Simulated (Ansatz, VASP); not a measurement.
**Two plane-wave programs on CaO**

```
Ca O
1.0
     3.40227    0.00000    0.00000
    -1.70114    2.94645    0.00000
     0.00000    0.00000    5.79128
Ca O
2 2
Direct
  0.00000 0.00000 0.00000
  0.00000 0.00000 0.50000
  0.33333 0.66667 0.25000
  0.66667 0.33333 0.75000
```

Change from the starting cell: epitaxial_xy strain +2.5%.

Alike in both runs: task single point; functional r2SCAN; k mesh 12 × 12 × 4; no spin polarisation.

```csv
,VASP,Ansatz
version,VASP 6.6.1,Ansatz 0.2.0
potentials or method,"VASP PAW PBE potentials, release 64 (Ca_sv, O)","plane waves, PAW"
plane-wave cutoff (eV),520,500
occupations,"gaussian, width 0.01 eV",fixed
valence electrons in the cell,32,32
```

VASP gave:

| Quantity | Value |
| --- | --- |
| gap on the k mesh at the Fermi level (eV) | 4.45 |
| pressure (GPa) | -3.6 |
| traceless stress, the component that is largest in VASP (GPa) | 4.57 |

Task: Estimate Ansatz's values.

Result: gap on the k mesh at the Fermi level (eV): 4.45; pressure (GPa): -4.5; traceless stress, the component that is largest in VASP (GPa): 4.47.

VASP's potentials were made for PBE, not for r2SCAN.
